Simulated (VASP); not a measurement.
# Os (P6_3/mmc) in VASP: further runs, part 2 of 2

VASP 6.6.1. The steps go on from the part before.

### Step 5. Single point, HSE06

This run uses another cell than the first one, of 14.82 Å³/atom.

File POSCAR:

```
Os
1.0
    2.7877234178      0.0000000000      0.0000000000
   -1.3938617089      2.4142392985      0.0000000000
    0.0000000000      0.0000000000      4.4044215090
Os
2
Direct
    0.6666666667      0.3333333333      0.7500000000
    0.3333333333      0.6666666667      0.2500000000
```

File INCAR.step1:

```
PREC = Accurate ; ENCUT = 520
EDIFF = 1E-5 ; ISMEAR = -1
SIGMA = 0.05 ; LREAL = F
LASPH = T ; NELM = 80
ALGO = Normal ; ISIF = 2
LWAVE = T ; LCHARG = F
NBANDS = 15 ; GGA = PE
```

File INCAR.step2:

```
PREC = Accurate ; ENCUT = 520
EDIFF = 1E-7 ; ISMEAR = -1
SIGMA = 0.05 ; LREAL = F
LASPH = T ; NELM = 80
ALGO = Normal ; ISIF = 2
LWAVE = F ; LCHARG = F
GGA = PE ; LHFCALC = T
HFSCREEN = 0.2079 ; PRECFOCK = Normal
NBANDS = 15 ; ISTART = 1
```

File KPOINTS:

```
Automatic mesh
0
Gamma
  6 6 3
```

Potentials or basis: VASP PAW PBE potentials, release 64 (Os).

Started as:

```sh
cat potpaw_PBE.64/Os/POTCAR > POTCAR
cp INCAR.step1 INCAR
mpirun -np 1 vasp_std > vasp.out
cp INCAR.step2 INCAR
mpirun -np 1 vasp_std > vasp.out
```

OUTCAR:

```text
PREC = Accurate
   ENCUT = 520
   EDIFF = 1E-7
   ISMEAR = -1
   LREAL = F
   LASPH = T
   NELM = 80
   ISIF = 2
   GGA = PE
   LHFCALC = T
   HFSCREEN = 0.2079
   PRECFOCK = Normal
   ISTART = 1

 ion  position               nearest neighbor table
   1  0.667  0.333  0.750-   2 2.73   2 2.73   2 2.73   2 2.73   2 2.73   2 2.73
   2  0.333  0.667  0.250-   1 2.73   1 2.73   1 2.73   1 2.73   1 2.73   1 2.73

[... 440 lines left out ...]
     15      19.7469      0.00000

------------------------ aborting loop because EDIFF is reached ----------------------------------------

  FORCE on cell =-STRESS in cart. coord.  units (eV):
  Direction    XX          YY          ZZ          XY          YZ          ZX
  --------------------------------------------------------------------------------------
  -------------------------------------------------------------------------------------
  Total       -4.4119098     -4.4119098     -5.3716365     -0.0000000      0.0000000      0.0000000
  in kB     -238.4615363   -238.4615363   -290.3342878     -0.0000000      0.0000000      0.0000000
  external PRESSURE =    -255.7524535 kB  Pullay stress =       0.0000000 kB

 VOLUME and BASIS-vectors are now :
 -----------------------------------------------------------------------------
  energy-cutoff  :      520.00
  volume of cell :       29.64
      direct lattice vectors                 reciprocal lattice vectors
     2.787723418  0.000000000  0.000000000     0.358715644  0.207104573  0.000000000
    -1.393861709  2.414239299  0.000000000     0.000000000  0.414209147  0.000000000
     0.000000000  0.000000000  4.404421509     0.000000000  0.000000000  0.227044573

 POSITION                                       TOTAL-FORCE (eV/Angst)
 -----------------------------------------------------------------------------------
      1.39386      0.80475      3.30332        -0.000000      0.000000     -0.000000
     -0.00000      1.60949      1.10111         0.000000     -0.000000      0.000000
 -----------------------------------------------------------------------------------
    total drift:                               -0.000000      0.000000      0.000000

  FREE ENERGIE OF THE ION-ELECTRON SYSTEM (eV)
  ---------------------------------------------------
  free  energy   TOTEN  =       -25.6810074402 eV

  energy  without entropy=      -25.6711636693  energy(sigma->0) =      -25.67608555
```

OUTCAR.step1:

```text
PREC = Accurate
   ENCUT = 520
   EDIFF = 1E-5
   ISMEAR = -1
   LREAL = F
[... 464 lines left out ...]
      1.39386      0.80475      3.30332         0.000000      0.000000      0.000000
     -0.00000      1.60949      1.10111        -0.000000      0.000000      0.000000
 -----------------------------------------------------------------------------------
    total drift:                               -0.000000      0.000000     -0.000000

  FREE ENERGIE OF THE ION-ELECTRON SYSTEM (eV)
  ---------------------------------------------------
  free  energy   TOTEN  =       -22.3323191261 eV

  energy  without entropy=      -22.3186578253  energy(sigma->0) =      -22.32548848
```

OSZICAR.step1:

```text
N       E                     dE             d eps       ncg     rms          rms(c)
DAV:   1     0.100221529467E+03    0.10022E+03   -0.74389E+03   420   0.102E+03
DAV:   2    -0.186109802477E+02   -0.11883E+03   -0.10209E+03   420   0.319E+02
DAV:   3    -0.237311713284E+02   -0.51202E+01   -0.49161E+01   581   0.577E+01
DAV:   4    -0.237730439559E+02   -0.41873E-01   -0.41854E-01   469   0.558E+00
DAV:   5    -0.237732587178E+02   -0.21476E-03   -0.21476E-03   546   0.382E-01    0.205E+01
DAV:   6    -0.226140974184E+02    0.11592E+01   -0.10740E+00   532   0.885E+00    0.878E+00
DAV:   7    -0.223404713020E+02    0.27363E+00   -0.53245E-01   525   0.610E+00    0.745E-01
DAV:   8    -0.223327892127E+02    0.76821E-02   -0.57149E-03   434   0.540E-01    0.130E-01
DAV:   9    -0.223323763253E+02    0.41289E-03   -0.17643E-03   518   0.435E-01    0.754E-02
DAV:  10    -0.223323489166E+02    0.27409E-04   -0.23185E-05   467   0.523E-02    0.220E-02
DAV:  11    -0.223323197039E+02    0.29213E-04   -0.68102E-06   280   0.244E-02    0.164E-03
DAV:  12    -0.223323191261E+02    0.57779E-06   -0.26145E-07   210   0.406E-03
   1 F= -.22332319E+02 E0= -.22325488E+02  d E =-.136613E-01
```

Wall time 21 min (1 thread of Intel Xeon Platinum 8259CL at 2.50GHz (Skylake/Cascade Lake), shared host); peak memory 0.26 GiB.

Results:

```yaml
Free_energy: -25.6810 eV
Pressure: -25.6 GPa
Band_gap_on_the_k_mesh: zero (bands 8 and 9 overlap by 4.07 eV)
```

Levels at points of the mesh, in eV from the Fermi level:
| k point | band 6 | band 7 | band 8 | band 9 | band 10 | band 11 |
| --- | --- | --- | --- | --- | --- | --- |
| (0.00, 0.00, 0.00) | -2.51 | -2.51 | -1.89 | -1.89 | -0.21 | 1.79 |
| (0.50, 0.00, 0.00) | -2.89 | -2.06 | 2.18 | 2.74 | 2.74 | 4.64 |

Caveat: the k points lie up to 0.48 Å⁻¹ apart, too coarse for converged energies and pressures of a metal; the PAW data sets were made with another functional, which shifts forces and pressure a little; spin-orbit coupling is left out, which moves the levels of the heavy elements.

### Step 6. Overview

```tsv
cell	gap on the mesh (eV)	pressure (GPa)
a = 2.731, b = 2.731, c = 4.282 Å, angles 90.0, 90.0, 120.0°, 2 atoms	none	1.5
a = 2.752, b = 2.752, c = 4.348 Å, angles 90.0, 90.0, 120.0°, 2 atoms	none	-11.8
a = 2.770, b = 2.770, c = 4.377 Å, angles 90.0, 90.0, 120.0°, 2 atoms	none	-19.1
a = 2.788, b = 2.788, c = 4.404 Å, angles 90.0, 90.0, 120.0°, 2 atoms	none	-25.6
```

Alike in all rows: task single point; level HSE06; potentials or basis VASP PAW PBE potentials, release 64 (Os); no spin polarisation; k mesh 6 × 6 × 3; cutoff (eV) 520; smearing fermi-dirac 0.05 eV.

Caveats: all runs use coarse meshes; the PAW data sets were made with another functional, which shifts forces and pressure a little; spin-orbit coupling is left out, which moves the levels of the heavy elements.

Absolute energies hang on the potentials; compare differences alone.
